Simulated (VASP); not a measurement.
# HfB3 (P4/mmm) in VASP: relaxation of cell and atoms with PBE

Aim: the relaxation of cell and atoms of HfB3 with PBE.

All numbers are computed with VASP 6.6.1; they aren't measurements. Logs are shortened: lines on timing, memory, paths and dates and some standing lists are left out, and cuts for length are marked.

## (1) The cell of the first run

Symmetry: P4/mmm, No. 123, tetragonal system. The conventional cell has a = 2.790 Å, b = 2.790 Å, c = 5.015 Å, α = 90.00°, β = 90.00°, γ = 90.00°. Within 3.3 Å of Hf (site symmetry 4/mmm) lie 10 B at 2.51 to 2.60 Å and 4 Hf at 2.79 Å. Within 2.8 Å of B (site symmetry 4/mmm) lie 12 B at 2.13 to 2.79 Å and 2 Hf at 2.51 Å. Within 2.2 Å of B (site symmetry 4mm) lie 5 B at 1.63 to 2.13 Å.

The cell was built from a structure type or drawn by symmetry, and may not be a known phase.

## (2) Relaxation of cell and atoms, PBE

File INCAR:

```
SYSTEM = HfB3
PREC = Accurate
ENCUT = 600
EDIFF = 1E-7
ISMEAR = 0
SIGMA = 0.1
LREAL = .FALSE.
LASPH = .TRUE.
NELM = 80
ALGO = Normal
ISIF = 3
LWAVE = .FALSE.
LCHARG = .FALSE.
GGA = PE
IBRION = 2
NSW = 100
EDIFFG = -0.01
```

File KPOINTS:

```
regular mesh
0
G
  16 16 10
  0 0 0
```

File POSCAR:

```
HfB3
1.0
    2.7898561446      0.0000000000      0.0000000000
    0.0000000000      2.7898561446      0.0000000000
    0.0000000000      0.0000000000      5.0150423010
Hf B
1 3
Direct
    0.0000000000      0.0000000000      0.0000000000
    0.0000000000      0.0000000000      0.5000000000
    0.5000000000      0.5000000000      0.6625330086
    0.5000000000      0.5000000000      0.3374669914
```

Potentials or basis: VASP PAW PBE potentials, release 64 (Hf_pv, B).

On the command line:

```bash
> cat potpaw_PBE.64/Hf_pv/POTCAR potpaw_PBE.64/B/POTCAR > POTCAR
> mpirun -np 1 vasp_std > vasp.out
```

OUTCAR:

```text
SYSTEM = HfB3
   PREC = Accurate
   ENCUT = 600
   EDIFF = 1E-7
   ISMEAR = 0
   LREAL = .FALSE.
   LASPH = .TRUE.
   NELM = 80
   ISIF = 3
   GGA = PE
   IBRION = 2
   NSW = 100
   EDIFFG = -0.01

 ion  position               nearest neighbor table
   1  0.000  0.000  0.000-   2 2.51   2 2.51   4 2.60   3 2.60   3 2.60   4 2.60   3 2.60   4 2.60
                             3 2.60   4 2.60
   2  0.000  0.000  0.500-   3 2.13   4 2.13   3 2.13   4 2.13   3 2.13   4 2.13   3 2.13   4 2.13
                             1 2.51   1 2.51
   3  0.500  0.500  0.663-   4 1.63   2 2.13   2 2.13   2 2.13   2 2.13   1 2.60   1 2.60   1 2.60
                             1 2.60
   4  0.500  0.500  0.337-   3 1.63   2 2.13   2 2.13   2 2.13   2 2.13   1 2.60   1 2.60   1 2.60
                             1 2.60

  LATTYP: Found a simple tetragonal cell.
 ALAT       =     2.7898561446
 C/A-ratio  =     1.7975988872

  Lattice vectors:

 A1 = (   2.7898561446,   0.0000000000,   0.0000000000)
 A2 = (   0.0000000000,   2.7898561446,   0.0000000000)
 A3 = (   0.0000000000,   0.0000000000,   5.0150423010)

Analysis of symmetry for initial positions (statically):
=====================================================================
 Subroutine PRICEL returns:
 Original cell was already a primitive cell.

 Routine SETGRP: Setting up the symmetry group for a
 simple tetragonal supercell.

 Subroutine GETGRP returns: Found 16 space group operations
 (whereof 16 operations were pure point group operations)
 out of a pool of 16 trial point group operations.

The static configuration has the point symmetry D_4h.

Analysis of symmetry for dynamics (positions and initial velocities):
=====================================================================
 Subroutine PRICEL returns:
 Original cell was already a primitive cell.

 Routine SETGRP: Setting up the symmetry group for a
 simple tetragonal supercell.

 Subroutine GETGRP returns: Found 16 space group operations
 (whereof 16 operations were pure point group operations)
 out of a pool of 16 trial point group operations.

The dynamic configuration has the point symmetry D_4h.

 Subroutine INISYM returns: Found 16 space group operations
 (whereof 16 operations are pure point group operations),
 and found     1 'primitive' translations

----------------------------------------------------------------------------------------

                                     Primitive cell

  volume of cell :      39.0336
[... 115 lines left out ...]
  Fermi-wavevector in a.u.,A,eV,Ry     =   1.287795  2.433579 22.564108  1.658415
  Thomas-Fermi vector in A             =   2.419787
   LORBIT       =      0    0 simple, 1 ext, 2 COOP (PROOUT), +10 PAW based schemes
   GGA     = PE    functional components
   LHFCALC =     F    Hartree Fock is set to
   AEXX    =    0.0000 exact exchange contribution
   IVDW    =     0    specifies the selected vdW correction
   LEPSILON=     F    determine dielectric tensor
   LRPA    =     F    only Hartree local field effects (RPA)
 conjugate gradient relaxation of ions
 non-spin polarized calculation
 Gauss-broadening in eV      SIGMA  =   0.10
  energy-cutoff  :      600.00
  volume of cell :       39.03
 maximum number of plane-waves:      1322
 NGX is ok and might be reduce to    24
   NGX = 11   NGY = 11   NGZ = 21

--------------------------------------- Ionic step        1  -------------------------------------------

 number of electron      19.0000000 magnetization

 Free energy of the ion-electron system (eV)
  ---------------------------------------------------
  ext. energy  EPLUGINS =         0.00000000
  ---------------------------------------------------
  free energy    TOTEN  =       -28.27230602 eV

  energy without entropy =      -28.26483146  energy(sigma->0) =      -28.26856874

------------------------ aborting loop because EDIFF is reached ----------------------------------------

  FORCE on cell =-STRESS in cart. coord.  units (eV):
  Direction    XX          YY          ZZ          XY          YZ          ZX
  --------------------------------------------------------------------------------------
  -------------------------------------------------------------------------------------
  Total       -0.2631205     -0.2631205      0.2596653      0.0000000      0.0000000      0.0000000
  in kB      -10.8000828    -10.8000828     10.6582597      0.0000000      0.0000000      0.0000000
  external PRESSURE =      -3.6473020 kB  Pullay stress =       0.0000000 kB
[... 139 lines left out ...]
--------------------------------------- Ionic step        5  -------------------------------------------

 number of electron      19.0000000 magnetization

 Free energy of the ion-electron system (eV)
  ---------------------------------------------------
  ext. energy  EPLUGINS =         0.00000000
  ---------------------------------------------------
  free energy    TOTEN  =       -28.27344862 eV

  energy without entropy =      -28.26605148  energy(sigma->0) =      -28.26975005

 E-fermi :   6.6232     XC(G=0): -12.2855

 val. band max:        6.5907139118   @ k =   0.3750   0.3125   0.2000
 cond. band min:       6.6360617268   @ k =   0.3750   0.1250   0.0000
 fundamental gap:      0.0453478150
 Fermi energy:         6.6232231445

 k-point     1 :       0.0000    0.0000    0.0000
  band No.  band energies     occupation
      1     -23.3827      2.00000
      2     -22.6384      2.00000
      3     -22.6384      2.00000
      4      -7.4396      2.00000
      5      -0.1215      2.00000
      6       0.0158      2.00000
      7       5.1609      2.00000
      8       5.7866      2.00000
      9       5.7866      2.00000
     10       6.6649      0.55538
     11       9.4238      0.00000
     12       9.4238      0.00000
     13      10.8707      0.00000
[... 354 lines left out ...]
  band No.  band energies     occupation
      1     -24.0324      2.00000
      2     -23.1525      2.00000
      3     -22.7147      2.00000
      4      -3.5686      2.00000
      5      -2.7928      2.00000
      6       1.0811      2.00000
      7       3.6212      2.00000
      8       3.9008      2.00000
      9       5.9051      2.00000
     10       6.8001      0.01238
     11       8.8762      0.00000
     12      10.7987      0.00000
     13      11.4663      0.00000

 [... further k-points ...]

------------------------ aborting loop because EDIFF is reached ----------------------------------------

  FORCE on cell =-STRESS in cart. coord.  units (eV):
  Direction    XX          YY          ZZ          XY          YZ          ZX
  --------------------------------------------------------------------------------------
  -------------------------------------------------------------------------------------
  Total        0.0154519      0.0154519      0.0297134      0.0000000     -0.0000000     -0.0000000
  in kB        0.6365155      0.6365155      1.2239984      0.0000000     -0.0000000     -0.0000000
  external PRESSURE =       0.8323431 kB  Pullay stress =       0.0000000 kB
[... 19 lines left out ...]
  FREE ENERGIE OF THE ION-ELECTRON SYSTEM (eV)
  ---------------------------------------------------
  free  energy   TOTEN  =       -28.2734486228 eV

  energy  without entropy=      -28.2660514806  energy(sigma->0) =      -28.26975005

 reached required accuracy - stopping structural energy minimisation
```

OSZICAR:

```text
N       E                     dE             d eps       ncg     rms          rms(c)
DAV:   1     0.486765452512E+02    0.48677E+02   -0.10510E+04  7020   0.149E+03
[... 43 lines left out ...]
DAV:   1    -0.282734944560E+02   -0.13156E-03   -0.49633E-03  7100   0.587E-01    0.447E-02
DAV:   2    -0.282734597289E+02    0.34727E-04   -0.19954E-04  8876   0.107E-01    0.276E-02
DAV:   3    -0.282734516541E+02    0.80748E-05   -0.16507E-05  8640   0.299E-02    0.101E-02
DAV:   4    -0.282734490890E+02    0.25651E-05   -0.40314E-06  8553   0.161E-02    0.749E-03
DAV:   5    -0.282734488141E+02    0.27486E-06   -0.27740E-07  7246   0.409E-03    0.294E-03
DAV:   6    -0.282734486203E+02    0.19380E-06   -0.11322E-07  5177   0.291E-03    0.461E-04
DAV:   7    -0.282734486228E+02   -0.24338E-08   -0.17572E-08  3960   0.112E-03
   5 F= -.28273449E+02 E0= -.28269750E+02  d E =-.118121E-03
```

Run time: 14 min. Hardware: 1 thread of Intel Xeon 8259CL, shared host; peak memory 0.31 GiB.

Results:

* Free energy: -28.2734 eV
* Relaxed volume: 9.72 Å³/atom
* Relaxed cell: a = 2.781 Å, b = 2.781 Å, c = 5.028 Å, α = 90.00°, β = 90.00°, γ = 90.00°
* Space group after relaxing (to 0.1 Å): P4/mmm (No. 123)
* Energy gained by relaxing: 0.3 meV/atom
* Ionic steps: 5
* Pressure after relaxing: 0.1 GPa
* Largest force after relaxing: 0.004 eV/Å
* Band gap on the k mesh: zero (an odd number of electrons rules out a gap without spin polarisation)

Forces on the atoms (eV/Å):
```
Hf   0.000  0.000  0.000
B    0.000  0.000  0.000
B    0.000  0.000 -0.004
B    0.000  0.000  0.004
```

The path:
```tsv
step	energy change (eV)	largest force (eV/Å)	pressure (GPa)	volume (Å³)
1	0.0000	0.0065	-0.36	39.03
2	-0.0010	0.0801	-0.08	38.91
3	-0.0010	0.0651	-0.13	38.93
4	-0.0011	0.0487	0.27	38.86
5	-0.0011	0.0038	0.08	38.89
```

Final structure:
```
CELL_PARAMETERS angstrom
2.78125 0.00000 0.00000
0.00000 2.78125 0.00000
0.00000 0.00000 5.02809
ATOMIC_POSITIONS crystal
Hf 0.00000 0.00000 0.00000
B 0.00000 0.00000 0.50000
B 0.50000 0.50000 0.66226
B 0.50000 0.50000 0.33774
```

Levels at points of the mesh, in eV from the Fermi level:
| k point | band 5 | band 6 | band 7 | band 8 | band 9 | band 10 | band 11 | band 12 | band 13 |
| --- | --- | --- | --- | --- | --- | --- | --- | --- | --- |
| (0.00, 0.00, 0.00) | -6.74 | -6.61 | -1.46 | -0.84 | -0.84 | 0.04 | 2.80 | 2.80 | 4.25 |
| (0.50, 0.00, 0.00) | -9.69 | -5.79 | -3.10 | -2.23 | -1.50 | 1.37 | 4.08 | 4.84 | 5.33 |
| (0.50, 0.50, 0.00) | -6.38 | -6.38 | -4.63 | -4.56 | -2.67 | -2.67 | -0.87 | 1.25 | 6.96 |
| (0.00, 0.00, 0.50) | -9.62 | -3.14 | -1.63 | -1.42 | -1.33 | -1.33 | 3.87 | 5.68 | 5.68 |
| (0.50, 0.00, 0.50) | -8.90 | -5.47 | -4.44 | -3.21 | -0.90 | 2.53 | 2.70 | 3.20 | 6.72 |
| (0.50, 0.50, 0.50) | -6.98 | -6.69 | -5.75 | -3.50 | -1.51 | 0.26 | 0.26 | 0.82 | 1.88 |

Caveat: spin-orbit coupling is left out, which moves the levels of the heavy elements.
